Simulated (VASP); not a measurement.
Write the native input for VASP 6.6.1 that does the following.

```
Task                   : relaxation of cell and atoms
Functional             : PBE
Potentials or basis    : VASP PAW PBE potentials, release 64 (Zn, Sb, O)
Cutoff                 : 600 eV
k mesh                 : 6 × 6 × 4
Occupations            : gaussian, width 0.1 eV
Spin                   : no spin polarisation
Dipole correction      : no
Further INCAR settings : ALGO = Normal; EDIFF = 1e-07; IBRION = 2; EDIFFG = -0.04; NSW = 90; ISIF = 3
```

The structure of ZnSbO lies in POSCAR:

```
ZnSbO
1.0
    3.6663120500      0.0000000000      0.0000000000
   -1.8331560300      3.1751193800      0.0000000000
    0.0000000000      0.0000000000      3.7424299200
Zn Sb O
1 1 1
Direct
    0.0000000000      0.0000000000      0.0000000000
    0.6666666700      0.3333333300      0.5000000000
    0.3333333300      0.6666666700      0.0000000000
```

The cell was generated, and may not be a known phase.

One way to write it, as run:

INCAR

```
SYSTEM = ZnSbO
ALGO     = Normal         ! electronic algorithm
EDIFF    = 1E-7           ! SCF threshold, eV
EDIFFG   = -0.04          ! ionic threshold
ENCUT    = 600            ! plane-wave cutoff, eV
GGA      = PE             ! functional
IBRION   = 2              ! ionic algorithm
ISIF     = 3              ! what is computed and relaxed
ISMEAR   = 0              ! smearing method
LASPH    = .True.         ! aspherical terms in the spheres
LCHARG   = .False.        ! write CHGCAR
LREAL    = .False.        ! projectors in reciprocal space
LWAVE    = .False.        ! write WAVECAR
NELM     = 60             ! most SCF steps
NSW      = 90             ! ionic steps
PREC     = Accurate       ! precision mode
SIGMA    = 0.1            ! smearing width, eV
```

KPOINTS

```
k-points
0
Gamma
  6 6 4
  0 0 0
```

Potentials or basis: VASP PAW PBE potentials, release 64 (Zn, Sb, O).

Command:

```console
$ cat potpaw_PBE.64/Zn/POTCAR potpaw_PBE.64/Sb/POTCAR potpaw_PBE.64/O/POTCAR > POTCAR
$ mpirun -np 1 vasp_std > vasp.out
```

It gave:

| Quantity | Value |
| --- | --- |
| Relaxed volume | 17.41 Å³/atom |
| Relaxed cell | a = 3.360 Å, b = 3.360 Å, c = 5.340 Å, α = 90.00°, β = 90.00°, γ = 120.00° |
| Space group after relaxing (to 0.1 Å) | P-6m2 (No. 187) |
| Energy gained by relaxing | 322.7 meV/atom |
| Ionic steps | 15 |
| Pressure after relaxing | -0.1 GPa |
| Band gap on the k mesh | zero (an odd number of electrons rules out a gap without spin polarisation) |

Caveat: the k points lie up to 0.36 Å⁻¹ apart in the final cell, too coarse for converged energies and pressures of a metal; the volume moved by over 15 % at a fixed basis, so the end points are rough; spin-orbit coupling is left out, which moves the levels of the heavy elements; an odd number of electrons without spin polarisation forces a metal; a magnetic or distorted state may lie lower.

It took 2.2 min on 1 thread of Intel(R) Xeon(R) 6975P-C (Granite Rapids), with other jobs on the host, peak memory 0.18 GiB.
